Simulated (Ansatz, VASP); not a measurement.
# Two plane-wave programs on HgTe

Contents of POSCAR:

```
HgTe
1.0
    0.0000000000      3.1267950000      3.2718525000
    3.1267950000      0.0000000000      3.2718525000
    3.1267950000      3.1267950000      0.0000000000
Hg Te
1 1
Direct
    0.0000000000      0.0000000000      0.0000000000
    0.7500000000      0.7500000000      0.7500000000
```

File INCAR.step1:

```
SYSTEM = HgTe
  ALGO = Normal
  EDIFF = 1E-4
  ENCUT = 520
  GGA = PE
  ISMEAR = 0
  LASPH = .True.
  LCHARG = .False.
  LREAL = .False.
  LWAVE = .True.
  NBANDS = 16
  NELM = 100
  PREC = Accurate
  SIGMA = 0.15
```

File INCAR.step2:

```
SYSTEM = HgTe
  ALGO = Normal
  EDIFF = 1E-7
  ENCUT = 520
  ISIF = 2
  ISMEAR = 0
  ISTART = 1
  LASPH = .True.
  LCHARG = .True.
  LELF = .True.
  LMIXTAU = .True.
  LREAL = .False.
  LVHAR = .True.
  LWAVE = .False.
  METAGGA = R2SCAN
  NBANDS = 16
  NELM = 100
  PREC = Accurate
  SIGMA = 0.15
```

KPOINTS

```
k-points
0
Gamma
  14 14 14
  0 0 0
```

Input for Ansatz:

```yaml
crystal:
  lattice:
    - [0.0, 3.126795, 3.2718525]
    - [3.126795, 0.0, 3.2718525]
    - [3.126795, 3.126795, 0.0]
  atoms:
    - { symbol: Hg, position: [0.0, 0.0, 0.0] }
    - { symbol: Te, position: [0.75, 0.75, 0.75] }
basis:
  ecutwfc: 500
kpoints:
  mp_grid: { grid: [14, 14, 14] }
hamiltonian:
  xc: r2scan
scf:
  occupations: { method: gaussian, width: 0.15 }
output:
  forces: true
  stress: true
  eigenvalues: true
  write_density: true
  write_potential: true
  elf: true
  volumetric_format: npy
```

Change from the starting cell: strain -0.030 along x and y, +0.015 along z, atoms carried along.

Alike in both runs: task single point; functional r2SCAN; k mesh 14 × 14 × 14; occupations gaussian, width 0.15 eV; no spin polarisation.

|  | VASP | Ansatz |
| --- | --- | --- |
| version | VASP 6.6.1 | Ansatz 0.2.0 |
| potentials or method | VASP PAW PBE potentials, release 64 (Hg, Te), cutoff 520 eV | scalar-relativistic, plane waves, PAW |
| valence electrons in the cell | 18 | 36 |

|  | VASP | Ansatz | Ansatz less VASP |
| --- | --- | --- | --- |
| gap on the k mesh at the Fermi level (eV) | none | none | - |
| pressure (GPa) | 5.5 | 5.4 | -0.10 |
| traceless stress, the component that is largest in VASP (GPa) | -0.40 | -0.40 | +0.006 |

VASP's potentials were made for PBE, not for r2SCAN. A gap of «none» marks a metal or a gap that the smearing closes. VASP's potentials hold 18 valence electrons a cell and Ansatz's 36, so a difference there can come from the potentials and not from the codes.

Spin-orbit coupling is off throughout.
